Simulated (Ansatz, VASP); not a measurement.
This is a calculation of Ir for VASP 6.6.1.

Contents of INCAR:

```
SYSTEM = Ir
  PREC = Accurate
  ENCUT = 520
  EDIFF = 1E-7
  ISMEAR = -1
  SIGMA = 0.05
  LREAL = .FALSE.
  LASPH = .TRUE.
  NELM = 80
  ALGO = Normal
  ISIF = 2
  LWAVE = .FALSE.
  LCHARG = .TRUE.
  GGA = CA
  LELF = .TRUE.
  LVHAR = .TRUE.
  NBANDS = 16
```

KPOINTS

```
regular mesh
0
G
  11 11 6
  0 0 0
```

File POSCAR:

```
Ir
1.0
    2.7141925539      0.0000000000      0.0000000000
   -1.3570962769      2.3505597024      0.0000000000
    0.0000000000      0.0000000000      4.4019813909
Ir
2
Direct
    0.3333333333      0.6666666667      0.2500000000
    0.6666666667      0.3333333333      0.7500000000
```

Potentials or basis: VASP PAW LDA potentials, release 64 (Ir).

Launch:

```console
$ cat potpaw_LDA.64/Ir/POTCAR > POTCAR
$ mpirun -np 1 vasp_std > vasp.out
```

Q: Set up the same calculation for Ansatz 0.2.0. Potentials there: all-electron LAPW, scalar-relativistic.

A: As run (the cutoff follows the program's own potentials):

The input input.yaml:

```yaml
crystal:
  lattice:
    - [2.7141925539, 0.0, 0.0]
    - [-1.3570962769, 2.3505597024, 0.0]
    - [0.0, 0.0, 4.4019813909]
  atoms:
    - { symbol: Ir, position: [0.3333333333, 0.6666666667, 0.25] }
    - { symbol: Ir, position: [0.6666666667, 0.3333333333, 0.75] }
kpoints:
  mp_grid: { grid: [11, 11, 6] }
scf:
  occupations: { method: fermi_dirac, width: 0.05 }
hamiltonian:
  xc: lda
  pseudopotentials: { kind: all_electron, lapw: { basis_error: 0.001 } }
output:
  forces: true
  stress: true
  eigenvalues: true
```

Potentials or basis: all-electron LAPW, scalar-relativistic.

The run is started by

```sh
$ ansatz run input.yaml --threads 1 --pin off --max-ram 3072MiB --backend cpu --events-out ev --progress --plain --runs-dir out
```

Both were run:

|  | VASP | Ansatz | Ansatz less VASP |
| --- | --- | --- | --- |
| gap on the k mesh at the Fermi level (eV) | none | none | - |
| pressure (GPa) | -1.3 | -3.8 | -2.44 |
| traceless stress, the component that is largest in VASP (GPa) | -0.14 | -0.19 | -0.057 |

LDA's correlation is that of Perdew and Zunger in VASP and of Perdew and Wang (1992) in Ansatz. A gap of «none» marks a metal or a gap that the smearing closes. Ansatz ran all-electron here, and VASP with PAW potentials.

Neither program's run includes spin-orbit coupling.
